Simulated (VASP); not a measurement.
A run of VASP 6.6.1:

INCAR

```
SYSTEM = Ir
  PREC = Accurate
  ENCUT = 520
  EDIFF = 1E-7
  ISMEAR = 0
  SIGMA = 0.15
  LREAL = .False.
  LASPH = .True.
  NELM = 100
  ALGO = Normal
  ISIF = 2
  LWAVE = .False.
  LCHARG = .False.
  GGA = PS
  NBANDS = 10
```

The input KPOINTS:

```
Automatic mesh
0
Gamma
  22 22 22
  0 0 0
```

Contents of POSCAR:

```
Ir
1.0
    0.0000000000      1.9388970000      1.9197000000
    1.9197000000      0.0000000000      1.9197000000
    1.9197000000      1.9388970000      0.0000000000
Ir
1
Direct
    0.0000000000      0.0000000000      0.0000000000
```

Potentials or basis: VASP PAW PBE potentials, release 64 (Ir).

Launch:

```sh
$ cat potpaw_PBE.64/Ir/POTCAR > POTCAR
$ mpirun -np 1 vasp_std > vasp.out
```

Hardware: 1 thread of Intel(R) Xeon(R) Platinum 8488C (Sapphire Rapids) (shared host).

Question: Estimate the wall time of this run.

Answer: It took 71 s on 1 thread of Intel(R) Xeon(R) Platinum 8488C (Sapphire Rapids) (shared host), peak memory 0.23 GiB. Counts: scf iterations 12, k points 834.
